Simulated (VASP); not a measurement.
# NbP (I4_1md) in VASP: a series of runs

NbP is run at these levels: PBE, r2SCAN; tasks: single point.

Everything below comes from runs of VASP 6.6.1. Logs are shortened: lines on timing, memory, paths and dates and some standing lists are left out, and cuts for length are marked.

**1. The cell of the first run**

It takes space group I4_1md (No. 109, tetragonal). The conventional cell has a = 3.411 Å, b = 3.411 Å, c = 11.670 Å, α = 90.00°, β = 90.00°, γ = 90.00°. Nb (site symmetry 2mm) has 6 P at 2.59 to 2.60 Å and 8 Nb at 3.38 to 3.41 Å within 3.5 Å. Within 3.5 Å of P (site symmetry 2mm) lie 6 Nb at 2.59 to 2.60 Å and 8 P at 3.38 to 3.41 Å.

**2. Single point, PBE (16.97 Å³/atom)**

INCAR

```
  ALGO = Normal
  EDIFF = 1E-6
  ENCUT = 520
  GGA = PE
  ISIF = 2
  ISMEAR = -1
  LASPH = True
  LCHARG = False
  LREAL = False
  LWAVE = False
  NBANDS = 26
  NELM = 100
  PREC = Accurate
  SIGMA = 0.02
```

KPOINTS

```
k-points
0
Gamma
  8 8 8
```

POSCAR

```
NbP
1.0
   -1.7053883974      1.7053883974      5.8347627567
    1.7053883974     -1.7053883974      5.8347627567
    1.7053883974      1.7053883974     -5.8347627567
Nb P
2 2
Direct
    0.7499687201      0.7499687201      0.0000000000
    0.4999687201      0.9999687201      0.5000000000
    0.3326598549      0.3326598549      0.0000000000
    0.0826598549      0.5826598549      0.5000000000
```

Potentials or basis: VASP PAW PBE potentials, release 64 (Nb_sv, P).

Run with:

```console
cat potpaw_PBE.64/Nb_sv/POTCAR potpaw_PBE.64/P/POTCAR > POTCAR
mpirun -np 1 vasp_std > vasp.out
```

OUTCAR:

```text
EDIFF = 1E-6
   ENCUT = 520
   GGA = PE
   ISIF = 2
   ISMEAR = -1
   LASPH = True
   LREAL = False
   NELM = 100
   PREC = Accurate

 ion  position               nearest neighbor table
   1  0.750  0.750  0.000-   4 2.59   4 2.59   3 2.60   3 2.60   3 2.60   3 2.60
   2  0.500  1.000  0.500-   3 2.59   3 2.59   4 2.60   4 2.60   4 2.60   4 2.60
   3  0.333  0.333  0.000-   2 2.59   2 2.59   1 2.60   1 2.60   1 2.60   1 2.60
   4  0.083  0.583  0.500-   1 2.59   1 2.59   2 2.60   2 2.60   2 2.60   2 2.60

  LATTYP: Found a body centered tetragonal cell.
 ALAT       =     3.4107767948
 C/A-ratio  =     3.4213688598

  Lattice vectors:

 A1 = (  -1.7053883974,   1.7053883974,   5.8347627567)
 A2 = (   1.7053883974,  -1.7053883974,   5.8347627567)
 A3 = (   1.7053883974,   1.7053883974,  -5.8347627567)

Analysis of symmetry for initial positions (statically):
=====================================================================
 Subroutine PRICEL returns:
 Original cell was already a primitive cell.

 Routine SETGRP: Setting up the symmetry group for a
 body centered tetragonal supercell.

 Subroutine GETGRP returns: Found  8 space group operations
 (whereof  4 operations were pure point group operations)
 out of a pool of 16 trial point group operations.

The static configuration has the point symmetry C_2v.
 The point group associated with its full space group is C_4v.

Analysis of symmetry for dynamics (positions and initial velocities):
=====================================================================
 Subroutine PRICEL returns:
 Original cell was already a primitive cell.

 Routine SETGRP: Setting up the symmetry group for a
 body centered tetragonal supercell.

 Subroutine GETGRP returns: Found  8 space group operations
 (whereof  4 operations were pure point group operations)
 out of a pool of 16 trial point group operations.

The dynamic configuration has the point symmetry C_2v.
 The point group associated with its full space group is C_4v.

 Subroutine INISYM returns: Found  8 space group operations
 (whereof  4 operations are pure point group operations),
 and found     1 'primitive' translations

----------------------------------------------------------------------------------------

                                     Primitive cell

  volume of cell :      67.8781

  direct lattice vectors                    reciprocal lattice vectors
    -1.705388397  1.705388397  5.834762757     0.000000000  0.293188344  0.085693287
     1.705388397 -1.705388397  5.834762757     0.293188344  0.000000000  0.085693287
     1.705388397  1.705388397 -5.834762757     0.293188344  0.293188344  0.000000000

  length of vectors
     6.313569165  6.313569165  6.313569165     0.305454979  0.305454979  0.414630932

  position of ions in fractional coordinates (direct lattice)
     0.749968720  0.749968720  0.000000000
     0.499968720  0.999968720  0.500000000
     0.332659855  0.332659855  0.000000000
     0.082659855  0.582659855  0.500000000

  ion indices of the primitive-cell ions
   primitive index   ion index
                 1           1
                 2           2
                 3           3
                 4           4

----------------------------------------------------------------------------------------

 KPOINTS: k-points

Automatic generation of k-mesh.
 Grid dimensions read from file:
 generate k-points for:    8    8    8

 Generating k-lattice:

  Cartesian coordinates                     Fractional coordinates (reciprocal lattice)
     0.000000000  0.036648543  0.010711661     0.125000000  0.000000000  0.000000000
     0.036648543  0.000000000  0.010711661     0.000000000  0.125000000  0.000000000
     0.036648543  0.036648543  0.000000000     0.000000000  0.000000000  0.125000000

  Length of vectors
     0.038181872  0.038181872  0.051828867

  Shift w.r.t. Gamma in fractional coordinates (k-lattice)
     0.000000000  0.000000000  0.000000000

 Subroutine IBZKPT returns following result:
 ===========================================

 Found     59 irreducible k-points:

 Following reciprocal coordinates:
            Coordinates               Weight
  0.000000  0.000000  0.000000      1.000000
  0.125000  0.000000  0.000000      8.000000
  0.250000  0.000000  0.000000      8.000000
  0.375000  0.000000  0.000000      8.000000
  0.500000  0.000000  0.000000      4.000000
  0.125000  0.125000  0.000000      8.000000
[... 16 lines left out ...]
  0.250000  0.125000  0.125000     16.000000
  0.375000  0.125000  0.125000      8.000000
 [... further k-points ...]
   k-points           NKPTS =     59   k-points in BZ     NKDIM =     59   number of bands    NBANDS=     26
   number of dos      NEDOS =    301   number of ions     NIONS =      4
   total plane-waves  NPLWV = 110592
   dimension x,y,z NGX =    48 NGY =   48 NGZ =   48
   dimension x,y,z NGXF=    96 NGYF=   96 NGZF=   96
   ions per type =               2   2
   NGX,Y,Z   is equivalent  to a cutoff of  12.64, 12.64, 12.64 a.u.
   NGXF,Y,Z  is equivalent  to a cutoff of  25.28, 25.28, 25.28 a.u.
 SYSTEM =  unknown system
   PREC   = accura    normal or accurate (medium, high low for compatibility)
   ISTART =      0    job   : 0-new  1-cont  2-samecut
   ICHARG =      2    charge: 1-file 2-atom 10-const
   ISPIN  =      1    spin polarized calculation?
   LNONCOLLINEAR =      F non collinear calculations
   LSORBIT =      F    spin-orbit coupling
   LASPH  =      T    aspherical Exc in radial PAW
   ENCUT  =  520.0 eV  38.22 Ry    6.18 a.u.  11.74 11.74 11.74*2*pi/ulx,y,z
   NELM   =    100;   NELMIN=  2; NELMDL= -5     # of ELM steps
   EDIFF  = 0.1E-05   stopping-criterion for ELM
   LREAL  =      F    real-space projection
[... 7 lines left out ...]
   TEBEG  =    0.0;   TEEND  =   0.0 temperature during run
   PSTRESS=    0.0 pullay stress
   NELECT =      36.0000    total number of electrons
   NUPDOWN=      -1.0000    fix difference up-down
   EMIN   =  10.00;   EMAX   =-10.00  energy-range for DOS
   EFERMI =   0.00;   METHOD = LEGACY
   ISMEAR =    -1;   SIGMA  =   0.02  broadening in eV -4-tet -1-fermi 0-gaus
   EFERMI_NEDOS =   21; number of points for ismear=-14 and -15
   IALGO  =     38    algorithm
   IMIX   =      4    mixing-type and parameters
     AMIX     =   0.40;   BMIX     =  1.00
     AMIX_MAG =   1.60;   BMIX_MAG =  1.00
  volume/ion in A,a.u.               =      16.97       114.52
  Fermi-wavevector in a.u.,A,eV,Ry     =   1.325152  2.504174 23.892213  1.756028
  Thomas-Fermi vector in A             =   2.454634
   LORBIT       =      0    0 simple, 1 ext, 2 COOP (PROOUT), +10 PAW based schemes
   GGA     = PE    functional components
   LHFCALC =     F    Hartree Fock is set to
   AEXX    =    0.0000 exact exchange contribution
   IVDW    =     0    specifies the selected vdW correction
   LEPSILON=     F    determine dielectric tensor
   LRPA    =     F    only Hartree local field effects (RPA)
 non-spin polarized calculation
  energy-cutoff  :      520.00
  volume of cell :       67.88
 maximum number of plane-waves:      1846
   NGX = 23   NGY = 23   NGZ = 23

 number of electron      36.0000000 magnetization

 Free energy of the ion-electron system (eV)
  ---------------------------------------------------
  ext. energy  EPLUGINS =         0.00000000
  ---------------------------------------------------
  free energy    TOTEN  =       -35.17715117 eV

  energy without entropy =      -35.17594494  energy(sigma->0) =      -35.17654806

 E-fermi :   9.8802     XC(G=0): -11.7340

 val. band max:        9.8513435914   @ k =  -0.2500   0.2500   0.2500
 cond. band min:       9.8886479270   @ k =  -0.2500   0.5000   0.2500
 fundamental gap:      0.0373043356
 Fermi energy:         9.8802311839

 k-point     1 :       0.0000    0.0000    0.0000
  band No.  band energies     occupation
      1     -45.2196      2.00000
      2     -45.1909      2.00000
      3     -21.4071      2.00000
      4     -21.2695      2.00000
      5     -21.2695      2.00000
      6     -21.1384      2.00000
[... 18 lines left out ...]
     25      13.6857      0.00000
     26      13.6857      0.00000

 k-point     2 :       0.1250    0.0000    0.0000
  band No.  band energies     occupation
      1     -45.2169      2.00000
      2     -45.1898      2.00000
      3     -21.3968      2.00000
      4     -21.3006      2.00000
      5     -21.2669      2.00000
      6     -21.1698      2.00000
[... 18 lines left out ...]
     25      13.8277      0.00000
     26      14.3002      0.00000

 k-point     3 :       0.2500    0.0000    0.0000
  band No.  band energies     occupation
      1     -45.2100      2.00000
      2     -45.1874      2.00000
      3     -21.4015      2.00000
      4     -21.3447      2.00000
      5     -21.2606      2.00000
      6     -21.2383      2.00000
[... 18 lines left out ...]
     25      14.2336      0.00000
     26      15.3345      0.00000

 k-point     4 :       0.3750    0.0000    0.0000
  band No.  band energies     occupation
      1     -45.2025      2.00000
      2     -45.1856      2.00000
      3     -21.4697      2.00000
      4     -21.3417      2.00000
      5     -21.2802      2.00000
      6     -21.2542      2.00000
[... 18 lines left out ...]
     25      14.0999      0.00000
     26      15.7656      0.00000

 k-point     5 :       0.5000    0.0000    0.0000
  band No.  band energies     occupation
      1     -45.1991      2.00000
      2     -45.1852      2.00000
      3     -21.5009      2.00000
      4     -21.3582      2.00000
      5     -21.2725      2.00000
      6     -21.2516      2.00000
[... 18 lines left out ...]
     25      14.4187      0.00000
     26      15.6321      0.00000

 k-point     6 :       0.1250    0.1250    0.0000
  band No.  band energies     occupation
      1     -45.2136      2.00000
      2     -45.1892      2.00000
      3     -21.3821      2.00000
      4     -21.3031      2.00000
      5     -21.2932      2.00000
      6     -21.1699      2.00000
[... 427 lines left out ...]
 k-point    21 :       0.5000    0.5000    0.0000
  band No.  band energies     occupation
      1     -45.1794      2.00000
      2     -45.1794      2.00000
      3     -21.4641      2.00000
      4     -21.4641      2.00000
      5     -21.3161      2.00000
      6     -21.3161      2.00000
[... 18 lines left out ...]
     25      15.2485      0.00000
     26      15.2800      0.00000

 k-point    22 :       0.1250    0.1250    0.1250
  band No.  band energies     occupation
      1     -45.2015      2.00000
      2     -45.1830      2.00000
      3     -21.3865      2.00000
      4     -21.3759      2.00000
      5     -21.3101      2.00000
      6     -21.2349      2.00000
[... 18 lines left out ...]
     25      14.1369      0.00000
     26      15.1411      0.00000

 k-point    23 :       0.2500    0.1250    0.1250
  band No.  band energies     occupation
      1     -45.1942      2.00000
      2     -45.1812      2.00000
      3     -21.4522      2.00000
      4     -21.3703      2.00000
      5     -21.3126      2.00000
      6     -21.2638      2.00000
[... 18 lines left out ...]
     25      14.3822      0.00000
     26      15.3750      0.00000

 k-point    24 :       0.3750    0.1250    0.1250
  band No.  band energies     occupation
      1     -45.1907      2.00000
      2     -45.1808      2.00000
      3     -21.4825      2.00000
      4     -21.3676      2.00000
      5     -21.3315      2.00000
      6     -21.2541      2.00000
[... 18 lines left out ...]
     25      14.2940      0.00000
     26      15.4665      0.00000

 [... further k-points ...]
[... 5 lines left out ...]
  --------------------------------------------------------------------------------------
  -------------------------------------------------------------------------------------
  Total       -4.4777078     -4.4777078     -3.7943844      0.0000000      0.0000000      0.0000000
  in kB     -105.6906396   -105.6906396    -89.5616544      0.0000000      0.0000000      0.0000000
  external PRESSURE =    -100.3143112 kB  Pullay stress =       0.0000000 kB

 VOLUME and BASIS-vectors are now :
 -----------------------------------------------------------------------------
  energy-cutoff  :      520.00
  volume of cell :       67.88
      direct lattice vectors                 reciprocal lattice vectors
    -1.705388397  1.705388397  5.834762757     0.000000000  0.293188344  0.085693287
     1.705388397 -1.705388397  5.834762757     0.293188344  0.000000000  0.085693287
     1.705388397  1.705388397 -5.834762757     0.293188344  0.293188344  0.000000000

 POSITION                                       TOTAL-FORCE (eV/Angst)
 -----------------------------------------------------------------------------------
      0.00000      0.00000      8.75178        -0.000000     -0.000000     -0.009860
      1.70539      0.00000      5.83440         0.000000      0.000000     -0.009860
      0.00000      0.00000      3.88198        -0.000000     -0.000000      0.009860
      1.70539      0.00000      0.96460        -0.000000     -0.000000      0.009860
 -----------------------------------------------------------------------------------
    total drift:                               -0.000000     -0.000000      0.000148

  FREE ENERGIE OF THE ION-ELECTRON SYSTEM (eV)
  ---------------------------------------------------
  free  energy   TOTEN  =       -35.1771511708 eV

  energy  without entropy=      -35.1759449430  energy(sigma->0) =      -35.17654806
```

Wall time 6.9 min (1 thread of Intel Xeon 8259CL, shared host); peak memory 0.33 GiB.

What came out:

- Free energy: -35.1772 eV
- Pressure: -10.0 GPa
- Largest force: 0.010 eV/Å
- Band gap on the k mesh: zero (bands 18 and 19 overlap by 0.04 eV)

Forces on the atoms (eV/Å):
```
Nb   0.000  0.000 -0.010
Nb   0.000  0.000 -0.010
P    0.000  0.000  0.010
P    0.000  0.000  0.010
```

Stress tensor (GPa, compression positive):
```
-10.57   0.00   0.00
  0.00 -10.57   0.00
  0.00   0.00  -8.96
```

Levels at points of the mesh, in eV from the Fermi level:
| k point | band 15 | band 16 | band 17 | band 18 | band 19 | band 20 | band 21 | band 22 |
| --- | --- | --- | --- | --- | --- | --- | --- | --- |
| (0.00, 0.00, 0.00) | -1.98 | -1.58 | -1.34 | -1.34 | 0.76 | 1.46 | 2.47 | 2.90 |
| (0.50, 0.00, 0.00) | -2.22 | -1.81 | -1.39 | -0.14 | 0.08 | 1.22 | 2.27 | 2.41 |
| (0.50, 0.50, 0.00) | -2.77 | -2.77 | -0.43 | -0.43 | 2.70 | 2.70 | 2.81 | 2.81 |
| (0.50, 0.50, 0.50) | -2.46 | -2.46 | -0.60 | -0.60 | 1.09 | 1.09 | 2.12 | 2.12 |

Caveat: the cell stands under tension.

[end of part 1 of 2]

The gap in the log of VASP goes by the Fermi energy; the results here count the filled bands.